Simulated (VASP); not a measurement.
Wanted: the native input for a VASP 6.6.1 run.

| Item | Value |
| --- | --- |
| Task | single point |
| Functional | LDA |
| Potentials or basis | VASP PAW LDA potentials, release 64 (Y_sv) |
| Cutoff | 520 eV |
| k mesh | 14 × 14 × 14 |
| Occupations | fermi-dirac, width 0.05 eV |
| Spin | no spin polarisation |
| Dipole correction | no |
| Further INCAR settings | ALGO = Normal; EDIFF = 1e-07; NBANDS = 12 |

The structure of Y lies in POSCAR:

```
Y
1.0
   -1.6492616208      1.6492616208      1.6492616208
    1.6492616208     -1.6492616208      1.6492616208
    1.6492616208      1.6492616208     -1.6492616208
Y
1
Direct
    0.0000000000      0.0000000000      0.0000000000
```

This isn't the form of Y at room conditions, which is hcp.

The input as run:

INCAR

```
SYSTEM = Y
  PREC = Accurate
  ENCUT = 520
  EDIFF = 1E-7
  ISMEAR = -1
  SIGMA = 0.05
  LREAL = .False.
  LASPH = .True.
  NELM = 80
  ALGO = Normal
  ISIF = 2
  LWAVE = .False.
  LCHARG = .False.
  GGA = CA
  NBANDS = 12
```

KPOINTS

```
regular mesh
0
Gamma
  14 14 14
  0 0 0
```

Potentials or basis: VASP PAW LDA potentials, release 64 (Y_sv).

Run with:

```bash
$ cat potpaw_LDA.64/Y_sv/POTCAR > POTCAR
$ mpirun -np 1 vasp_std > vasp.out
```

Results of the run:

The pressure is 47.4 GPa. The band gap on the k mesh is zero (an odd number of electrons rules out a gap without spin polarisation).

Caveat: the cell stands under pressure.

Wall time 26 s on 1 thread of Intel Xeon 8259CL, with other jobs on the host, peak memory 0.16 GiB.
